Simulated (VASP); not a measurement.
# CaF2 (Fm-3m) in VASP: a series of runs

The runs below take CaF2 through electric field gradients, with PBEsol.

All numbers are computed with VASP 6.6.1; they aren't measurements. Logs are shortened: lines on timing, memory, paths and dates and some standing lists are left out, and cuts for length are marked.

## (1) The cell of the first run

It takes space group Fm-3m (No. 225, cubic). Conventional cell: a = 5.481 Å, b = 5.481 Å, c = 5.481 Å, α = 90.00°, β = 90.00°, γ = 90.00°. Ca (site symmetry m-3m) has 8 F at 2.37 Å within 3.1 Å. F (site symmetry -43m) has 4 Ca at 2.37 Å and 6 F at 2.74 Å within 3.1 Å.

## (2) Electric field gradients, PBEsol (13.72 Å³/atom)

INCAR reads:

```
SYSTEM = CaF2
PREC     = Accurate       ! precision mode
ENCUT    = 520            ! plane-wave cutoff, eV
EDIFF    = 1E-8           ! SCF threshold, eV
ISMEAR   = -1             ! smearing method
SIGMA    = 0.02           ! smearing width, eV
LREAL    = .FALSE.        ! projectors in reciprocal space
LASPH    = .TRUE.         ! aspherical terms in the spheres
NELM     = 120            ! most SCF steps
ALGO     = Normal         ! electronic algorithm
ISIF     = 2              ! what is computed and relaxed
LWAVE    = .FALSE.        ! write WAVECAR
LCHARG   = .FALSE.        ! write CHGCAR
GGA      = PS             ! functional
LEFG     = .TRUE.       
NBANDS   = 19             ! bands
GGA_COMPAT= .FALSE.
```

KPOINTS reads:

```
Automatic mesh
0
G
  8 8 8
  0 0 0
```

POSCAR reads:

```
CaF2
1.0
    0.0000000000      2.7403239869      2.7403239869
    2.7403239869      0.0000000000      2.7403239869
    2.7403239869      2.7403239869      0.0000000000
Ca F
1 2
Direct
    0.0000000000      0.0000000000      0.0000000000
    0.2500000000      0.2500000000      0.2500000000
    0.7500000000      0.7500000000      0.7500000000
```

Potentials or basis: VASP PAW PBE potentials, release 64 (Ca_sv, F).

Started as:

```console
> cat potpaw_PBE.64/Ca_sv/POTCAR potpaw_PBE.64/F/POTCAR > POTCAR
> mpirun -np 1 vasp_std > vasp.out
```

OUTCAR:

```text
SYSTEM = CaF2
   PREC = Accurate
   ENCUT = 520
   EDIFF = 1E-8
   ISMEAR = -1
   LREAL = .FALSE.
   LASPH = .TRUE.
   NELM = 120
   ISIF = 2
   GGA = PS

 ion  position               nearest neighbor table
   1  0.000  0.000  0.000-   3 2.37   3 2.37   3 2.37   2 2.37   3 2.37   2 2.37   2 2.37   2 2.37

   2  0.250  0.250  0.250-   1 2.37   1 2.37   1 2.37   1 2.37
   3  0.750  0.750  0.750-   1 2.37   1 2.37   1 2.37   1 2.37

  LATTYP: Found a face centered cubic cell.
 ALAT       =     5.4806479738

  Lattice vectors:

 A1 = (   0.0000000000,   2.7403239869,   2.7403239869)
 A2 = (   2.7403239869,   0.0000000000,   2.7403239869)
 A3 = (   2.7403239869,   2.7403239869,   0.0000000000)

Analysis of symmetry for initial positions (statically):
=====================================================================
 Subroutine PRICEL returns:
 Original cell was already a primitive cell.

 Routine SETGRP: Setting up the symmetry group for a
 face centered cubic supercell.

 Subroutine GETGRP returns: Found 48 space group operations
 (whereof 48 operations were pure point group operations)
 out of a pool of 48 trial point group operations.

The static configuration has the point symmetry O_h .

Analysis of symmetry for dynamics (positions and initial velocities):
=====================================================================
 Subroutine PRICEL returns:
 Original cell was already a primitive cell.

 Routine SETGRP: Setting up the symmetry group for a
 face centered cubic supercell.

 Subroutine GETGRP returns: Found 48 space group operations
 (whereof 48 operations were pure point group operations)
 out of a pool of 48 trial point group operations.

The dynamic configuration has the point symmetry O_h .

 Subroutine INISYM returns: Found 48 space group operations
 (whereof 48 operations are pure point group operations),
 and found     1 'primitive' translations

----------------------------------------------------------------------------------------

                                     Primitive cell

  volume of cell :      41.1562

  direct lattice vectors                    reciprocal lattice vectors
     0.000000000  2.740323987  2.740323987    -0.182460177  0.182460177  0.182460177
     2.740323987  0.000000000  2.740323987     0.182460177 -0.182460177  0.182460177
     2.740323987  2.740323987  0.000000000     0.182460177  0.182460177 -0.182460177

  length of vectors
     3.875403348  3.875403348  3.875403348     0.316030297  0.316030297  0.316030297

  position of ions in fractional coordinates (direct lattice)
     0.000000000  0.000000000  0.000000000
     0.250000000  0.250000000  0.250000000
     0.750000000  0.750000000  0.750000000

  ion indices of the primitive-cell ions
   primitive index   ion index
                 1           1
                 2           2
                 3           3

----------------------------------------------------------------------------------------

 KPOINTS: Automatic mesh

Automatic generation of k-mesh.
 Grid dimensions read from file:
 generate k-points for:    8    8    8

 Generating k-lattice:

  Cartesian coordinates                     Fractional coordinates (reciprocal lattice)
    -0.022807522  0.022807522  0.022807522     0.125000000  0.000000000  0.000000000
     0.022807522 -0.022807522  0.022807522     0.000000000  0.125000000  0.000000000
     0.022807522  0.022807522 -0.022807522     0.000000000  0.000000000  0.125000000

  Length of vectors
     0.039503787  0.039503787  0.039503787

  Shift w.r.t. Gamma in fractional coordinates (k-lattice)
     0.000000000  0.000000000  0.000000000

 Subroutine IBZKPT returns following result:
 ===========================================

 Found     29 irreducible k-points:

 Following reciprocal coordinates:
            Coordinates               Weight
  0.000000  0.000000  0.000000      1.000000
  0.125000  0.000000  0.000000      8.000000
  0.250000  0.000000  0.000000      8.000000
  0.375000  0.000000  0.000000      8.000000
  0.500000  0.000000  0.000000      4.000000
  0.125000  0.125000  0.000000      6.000000
[... 16 lines left out ...]
  0.500000  0.250000  0.125000     48.000000
 -0.375000  0.250000  0.125000     24.000000
 [... further k-points ...]
   k-points           NKPTS =     29   k-points in BZ     NKDIM =     29   number of bands    NBANDS=     19
   number of dos      NEDOS =    301   number of ions     NIONS =      3
   total plane-waves  NPLWV =  27000
   dimension x,y,z NGX =    30 NGY =   30 NGZ =   30
   dimension x,y,z NGXF=    60 NGYF=   60 NGZF=   60
   ions per type =               1   2
   NGX,Y,Z   is equivalent  to a cutoff of  12.87, 12.87, 12.87 a.u.
   NGXF,Y,Z  is equivalent  to a cutoff of  25.74, 25.74, 25.74 a.u.
 SYSTEM =  CaF2
   PREC   = accura    normal or accurate (medium, high low for compatibility)
   ISTART =      0    job   : 0-new  1-cont  2-samecut
   ICHARG =      2    charge: 1-file 2-atom 10-const
   ISPIN  =      1    spin polarized calculation?
   LNONCOLLINEAR =      F non collinear calculations
   LSORBIT =      F    spin-orbit coupling
   LASPH  =      T    aspherical Exc in radial PAW
   ENCUT  =  520.0 eV  38.22 Ry    6.18 a.u.   7.21  7.21  7.21*2*pi/ulx,y,z
   NELM   =    120;   NELMIN=  2; NELMDL= -5     # of ELM steps
   EDIFF  = 0.1E-07   stopping-criterion for ELM
   LREAL  =      F    real-space projection
   EDIFFG = 0.1E-06   stopping-criterion for IOM
   NSW    =      0    number of steps for IOM
   IBRION =     -1    ionic relax: 0-MD 1-quasi-New 2-CG
   NFREE  =      0    steps in history (QN), initial steepest desc. (CG)
   ISIF   =      2    stress and relaxation
   ISYM   =      2    0-nonsym 1-usesym 2-fastsym
   POTIM  = 0.5000    time-step for ionic-motion
   TEBEG  =    0.0;   TEEND  =   0.0 temperature during run
   PSTRESS=    0.0 pullay stress
   NELECT =      24.0000    total number of electrons
   NUPDOWN=      -1.0000    fix difference up-down
   EMIN   =  10.00;   EMAX   =-10.00  energy-range for DOS
   EFERMI =   0.00;   METHOD = LEGACY
   ISMEAR =    -1;   SIGMA  =   0.02  broadening in eV -4-tet -1-fermi 0-gaus
   EFERMI_NEDOS =   21; number of points for ismear=-14 and -15
   IALGO  =     38    algorithm
   IMIX   =      4    mixing-type and parameters
     AMIX     =   0.40;   BMIX     =  1.00
     AMIX_MAG =   1.60;   BMIX_MAG =  1.00
  volume/ion in A,a.u.               =      13.72        92.58
  Fermi-wavevector in a.u.,A,eV,Ry     =   1.367729  2.584633 25.452176  1.870682
  Thomas-Fermi vector in A             =   2.493756
   LORBIT       =      0    0 simple, 1 ext, 2 COOP (PROOUT), +10 PAW based schemes
   GGA     = PS    functional components
   LHFCALC =     F    Hartree Fock is set to
   AEXX    =    0.0000 exact exchange contribution
   IVDW    =     0    specifies the selected vdW correction
   LEPSILON=     F    determine dielectric tensor
   LRPA    =     F    only Hartree local field effects (RPA)
 non-spin polarized calculation
  energy-cutoff  :      520.00
  volume of cell :       41.16
 maximum number of plane-waves:      1124
 NGX is ok and might be reduce to    30
   NGX = 15   NGY = 15   NGZ = 15

 number of electron      23.9999991 magnetization

 Free energy of the ion-electron system (eV)
  ---------------------------------------------------
  ext. energy  EPLUGINS =         0.00000000
  ---------------------------------------------------
  free energy    TOTEN  =       -17.89379319 eV

  energy without entropy =      -17.89379319  energy(sigma->0) =      -17.89379319

 E-fermi :  -0.7055     XC(G=0):  -9.8448

 val. band max:       -1.1358349530   @ k =   0.5000   0.5000   0.0000
 cond. band min:       5.8985044579   @ k =   0.0000   0.0000   0.0000
 fundamental gap:      7.0343394109
 Fermi energy:        -0.7055381612

 k-point     1 :       0.0000    0.0000    0.0000
  band No.  band energies     occupation
      1     -36.9982      2.00000
      2     -20.9317      2.00000
      3     -20.1590      2.00000
      4     -18.0220      2.00000
      5     -18.0220      2.00000
      6     -18.0220      2.00000
[... 11 lines left out ...]
     18      10.0073      0.00000
     19      15.5316      0.00000
[... 489 lines left out ...]
      3     -20.7612      2.00000
      4     -18.0886      2.00000
      5     -17.8635      2.00000
      6     -17.6096      2.00000
[... 11 lines left out ...]
     18      11.1882      0.00000
     19      12.7908      0.00000

 [... further k-points ...]

------------------------ aborting loop because EDIFF is reached ----------------------------------------

  FORCE on cell =-STRESS in cart. coord.  units (eV):
  Direction    XX          YY          ZZ          XY          YZ          ZX
  --------------------------------------------------------------------------------------
  -------------------------------------------------------------------------------------
  Total       -0.6252421     -0.6252421     -0.6252421     -0.0000000     -0.0000000      0.0000000
  in kB      -24.3401381    -24.3401381    -24.3401381     -0.0000000     -0.0000000      0.0000000
  external PRESSURE =     -24.3401381 kB  Pullay stress =       0.0000000 kB

 VOLUME and BASIS-vectors are now :
 -----------------------------------------------------------------------------
  energy-cutoff  :      520.00
  volume of cell :       41.16
      direct lattice vectors                 reciprocal lattice vectors
     0.000000000  2.740323987  2.740323987    -0.182460177  0.182460177  0.182460177
     2.740323987  0.000000000  2.740323987     0.182460177 -0.182460177  0.182460177
     2.740323987  2.740323987  0.000000000     0.182460177  0.182460177 -0.182460177

 POSITION                                       TOTAL-FORCE (eV/Angst)
 -----------------------------------------------------------------------------------
      0.00000      0.00000      0.00000        -0.000000     -0.000000      0.000000
      1.37016      1.37016      1.37016        -0.000000     -0.000000     -0.000000
      4.11049      4.11049      4.11049         0.000000      0.000000      0.000000
 -----------------------------------------------------------------------------------
    total drift:                                0.000000     -0.000000      0.000000

  FREE ENERGIE OF THE ION-ELECTRON SYSTEM (eV)
  ---------------------------------------------------
  free  energy   TOTEN  =       -17.8937931933 eV

  energy  without entropy=      -17.8937931933  energy(sigma->0) =      -17.89379319

 Electric field gradients (V/A^2)
---------------------------------------------------------------------
 ion       V_xx      V_yy      V_zz      V_xy      V_xz      V_yz
---------------------------------------------------------------------
   1       0.000    -0.000    -0.000    -0.000    -0.000    -0.000
   2      -0.000    -0.000     0.000    -0.001    -0.001    -0.001
   3      -0.000    -0.000     0.000    -0.001    -0.001    -0.001
---------------------------------------------------------------------

 Electric field gradients after diagonalization (V/A^2)
 (convention: |V_zz| > |V_xx| > |V_yy|)
----------------------------------------------------------------------
 ion       V_xx      V_yy      V_zz     asymmetry (V_yy - V_xx)/ V_zz
----------------------------------------------------------------------
   1       0.000     0.000    -0.000       0.000
   2       0.001     0.001    -0.002       0.000
   3       0.001     0.001    -0.002       0.000
----------------------------------------------------------------------

           NMR quadrupolar parameters

 Cq : quadrupolar parameter    Cq=e*Q*V_zz/h
 eta: asymmetry parameters     (V_yy - V_xx)/ V_zz
 Q  : nuclear electric quadrupole moment in mb (millibarn)
----------------------------------------------------------------------
 ion       Cq(MHz)       eta       Q (mb)
----------------------------------------------------------------------
   1      -0.000       0.000       1.000
   2      -0.000       0.000       1.000
   3      -0.000       0.000       1.000
----------------------------------------------------------------------
```

Run time: 16 s. Hardware: 1 thread of AMD EPYC 9R45 (Zen 5), shared host; peak memory 0.15 GiB.

Results:

| Quantity | Value |
| --- | --- |
| Free energy | -17.8938 eV |
| Pressure | -2.4 GPa |
| Band gap on the k mesh | 7.03 eV (least direct gap 7.29 eV) |
| Largest electric field gradient by atom | zero within the noise of the run |

Caveat: the PAW data sets were made with another functional, which shifts forces and pressure a little.

## (3) Electric field gradients, PBEsol (13.85 Å³/atom)

This run uses another cell than the first one, of 13.85 Å³/atom.

INCAR reads:

```
SYSTEM = CaF2
ALGO     = Normal         ! electronic algorithm
EDIFF    = 1E-8           ! SCF threshold, eV
ENCUT    = 520            ! plane-wave cutoff, eV
GGA      = PS             ! functional
GGA_COMPAT= .False.      
ISIF     = 2              ! what is computed and relaxed
ISMEAR   = -1             ! smearing method
LASPH    = .True.         ! aspherical terms in the spheres
LCHARG   = .False.        ! write CHGCAR
LEFG     = .True.       
LREAL    = .False.        ! projectors in reciprocal space
LWAVE    = .False.        ! write WAVECAR
NBANDS   = 19             ! bands
NELM     = 120            ! most SCF steps
PREC     = Accurate       ! precision mode
SIGMA    = 0.02           ! smearing width, eV
```

KPOINTS reads:

```
k-points
0
Gamma
  8 8 8
  0 0 0
```

POSCAR reads:

```
CaF2
1.0
    0.0000000000      2.7493382755      2.7493382755
    2.7493382755      0.0000000000      2.7493382755
    2.7493382755      2.7493382755      0.0000000000
Ca F
1 2
Direct
    0.0000000000      0.0000000000      0.0000000000
    0.2500000000      0.2500000000      0.2500000000
    0.7500000000      0.7500000000      0.7500000000
```

Potentials or basis: VASP PAW PBE potentials, release 64 (Ca_sv, F).

Started as:

```console
> cat potpaw_PBE.64/Ca_sv/POTCAR potpaw_PBE.64/F/POTCAR > POTCAR
> mpirun -np 1 vasp_std > vasp.out
```

OUTCAR:

```text
SYSTEM = CaF2
   EDIFF = 1E-8
   ENCUT = 520
   GGA = PS
   ISIF = 2
   ISMEAR = -1
   LASPH = .True.
   LREAL = .False.
   NELM = 120
   PREC = Accurate

 ion  position               nearest neighbor table
   1  0.000  0.000  0.000-   3 2.38   3 2.38   3 2.38   2 2.38   3 2.38   2 2.38   2 2.38   2 2.38

   2  0.250  0.250  0.250-   1 2.38   1 2.38   1 2.38   1 2.38
   3  0.750  0.750  0.750-   1 2.38   1 2.38   1 2.38   1 2.38

  LATTYP: Found a face centered cubic cell.
 ALAT       =     5.4986765510

  Lattice vectors:

 A1 = (   0.0000000000,   2.7493382755,   2.7493382755)
 A2 = (   2.7493382755,   0.0000000000,   2.7493382755)
 A3 = (   2.7493382755,   2.7493382755,   0.0000000000)

Analysis of symmetry for initial positions (statically):
[... 726 lines left out ...]
      direct lattice vectors                 reciprocal lattice vectors
     0.000000000  2.749338275  2.749338275    -0.181861943  0.181861943  0.181861943
     2.749338275  0.000000000  2.749338275     0.181861943 -0.181861943  0.181861943
     2.749338275  2.749338275  0.000000000     0.181861943  0.181861943 -0.181861943

 POSITION                                       TOTAL-FORCE (eV/Angst)
 -----------------------------------------------------------------------------------
      0.00000      0.00000      0.00000        -0.000000     -0.000000      0.000000
      1.37467      1.37467      1.37467         0.000000      0.000000      0.000000
      4.12401      4.12401      4.12401        -0.000000     -0.000000     -0.000000
 -----------------------------------------------------------------------------------
    total drift:                                0.000000     -0.000000      0.000000

  FREE ENERGIE OF THE ION-ELECTRON SYSTEM (eV)
  ---------------------------------------------------
  free  energy   TOTEN  =       -17.8874840016 eV

  energy  without entropy=      -17.8874840016  energy(sigma->0) =      -17.88748400

 Electric field gradients (V/A^2)
---------------------------------------------------------------------
 ion       V_xx      V_yy      V_zz      V_xy      V_xz      V_yz
---------------------------------------------------------------------
   1      -0.000     0.000    -0.000    -0.000    -0.000    -0.000
   2       0.000     0.000    -0.000    -0.000    -0.000    -0.000
   3       0.000     0.000    -0.000    -0.000    -0.000    -0.000
---------------------------------------------------------------------

 Electric field gradients after diagonalization (V/A^2)
 (convention: |V_zz| > |V_xx| > |V_yy|)
----------------------------------------------------------------------
 ion       V_xx      V_yy      V_zz     asymmetry (V_yy - V_xx)/ V_zz
----------------------------------------------------------------------
   1       0.000     0.000    -0.000       0.000
   2       0.000     0.000    -0.001       0.000
   3       0.000     0.000    -0.001       0.000
----------------------------------------------------------------------

           NMR quadrupolar parameters

 Cq : quadrupolar parameter    Cq=e*Q*V_zz/h
 eta: asymmetry parameters     (V_yy - V_xx)/ V_zz
 Q  : nuclear electric quadrupole moment in mb (millibarn)
----------------------------------------------------------------------
 ion       Cq(MHz)       eta       Q (mb)
----------------------------------------------------------------------
   1      -0.000       0.000       1.000
   2      -0.000       0.000       1.000
   3      -0.000       0.000       1.000
----------------------------------------------------------------------
```

stdout:

```text
POSCAR found type information on POSCAR CaF
 POSCAR found :  2 types and       3 ions
 scaLAPACK will be used
 -----------------------------------------------------------------------------
|                                                                             |
|                                                                             |
|     You enforced a specific xc type in the INCAR file but a different       |
|     I HOPE YOU KNOW WHAT YOU ARE DOING!                                     |
|                                                                             |
 -----------------------------------------------------------------------------

 LDA part: xc-table for (Slater+PW92), standard interpolation
 POSCAR, INCAR and KPOINTS ok, starting setup
 FFT: planning ... GRIDC
 FFT: planning ... GRID_SOFT
 FFT: planning ... GRID
 WAVECAR not read
 entering main loop
ion   1

ion   2

ion   3
```

Wall time 18 s (1 thread of AMD EPYC 9R45 (Zen 5), shared host); peak memory 0.14 GiB.

What came out:

- Free energy: -17.8875 eV
- Pressure: -3.2 GPa
- Band gap on the k mesh: 6.98 eV (least direct gap 7.23 eV)
- Largest electric field gradient by atom: zero within the noise of the run

Caveat: the cell stands under tension; the PAW data sets were made with another functional, which shifts forces and pressure a little.

(Part 1 of 3 ends here.)
